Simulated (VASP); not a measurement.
Wanted: the native input for a VASP 6.6.1 run.

```
Task                   : relaxation of cell and atoms
Functional             : r2SCAN
Dispersion             : rVV10
Potentials or basis    : VASP PAW PBE potentials, release 64 (W_sv, Se)
Cutoff                 : 600 eV
k mesh                 : 4 × 4 × 8
Occupations            : fermi-dirac, width 0.03 eV
Spin                   : no spin polarisation
Dipole correction      : no
Further INCAR settings : ALGO = Normal; EDIFF = 1e-06; IBRION = 2; EDIFFG = -0.01; NSW = 100; ISIF = 3
```

WSe2:

```
W Se
1.0
     6.12810    0.00000    0.00000
     0.00000    6.12810    0.00000
     0.00000    0.00000    3.34129
W Se
2 4
Direct
  0.00000 0.00000 0.00000
  0.50000 0.50000 0.50000
  0.28571 0.28571 0.00000
  0.21429 0.78571 0.50000
  0.78571 0.21429 0.50000
  0.71429 0.71429 0.00000
```

These files were run (other wordings do the same):

POSCAR

```
WSe2
1.0
    6.1281020668      0.0000000000      0.0000000000
    0.0000000000      6.1281020668      0.0000000000
    0.0000000000      0.0000000000      3.3412879414
W Se
2 4
Direct
    0.0000000000      0.0000000000      0.0000000000
    0.5000000000      0.5000000000      0.5000000000
    0.2857109065      0.2857109065      0.0000000000
    0.2142890935      0.7857109065      0.5000000000
    0.7857109065      0.2142890935      0.5000000000
    0.7142890935      0.7142890935      0.0000000000
```

INCAR.step1

```
PREC = Accurate
ENCUT = 600
ISMEAR = -1
SIGMA = 0.03
LREAL = False
LASPH = True
NELM = 60
GGA = PE
ALGO = Normal
EDIFF = 1E-4
LWAVE = True
LCHARG = False
```

INCAR.step2

```
PREC = Accurate
ENCUT = 600
EDIFF = 1E-6
ISMEAR = -1
SIGMA = 0.03
LREAL = False
LASPH = True
NELM = 60
ALGO = Normal
ISIF = 3
LWAVE = False
LCHARG = False
METAGGA = R2SCAN
LMIXTAU = True
LUSE_VDW = True
IVDW_NL = 2
BPARAM = 11.95
CPARAM = 0.0093
IBRION = 2
NSW = 100
EDIFFG = -0.01
ISTART = 1
```

KPOINTS

```
Automatic mesh
0
Gamma
  4 4 8
```

Potentials or basis: VASP PAW PBE potentials, release 64 (W_sv, Se).

Run with:

```sh
$ cat potpaw_PBE.64/W_sv/POTCAR potpaw_PBE.64/Se/POTCAR > POTCAR
$ cp INCAR.step1 INCAR
$ mpirun -np 1 vasp_std > vasp.out
$ cp INCAR.step2 INCAR
$ mpirun -np 1 vasp_std > vasp.out
```

Results of the run:

```json
{
 "Relaxed volume": "21.22 Å³/atom",
 "Relaxed cell": "a = 6.143 Å, b = 6.143 Å, c = 3.374 Å, α = 90.00°, β = 90.00°, γ = 90.00°",
 "Space group after relaxing (to 0.1 Å)": "P4_2/mnm (No. 136)",
 "Energy gained by relaxing": "1.9 meV/atom",
 "Ionic steps": "6",
 "Pressure after relaxing": "0.0 GPa",
 "Largest force after relaxing": "0.006 eV/Å",
 "Band gap on the k mesh": "zero (bands 26 and 27 overlap by 0.96 eV)"
}
```

Caveat: the structure was generated, so it needn't be the stable form of WSe2; the PAW data sets were made with another functional, which shifts forces and pressure a little; spin-orbit coupling is left out, which moves the levels of the heavy elements.

Wall time 85 min on 1 thread of Oxide Virtual Turin-like Processor, on a shared host, peak memory 0.58 GiB.
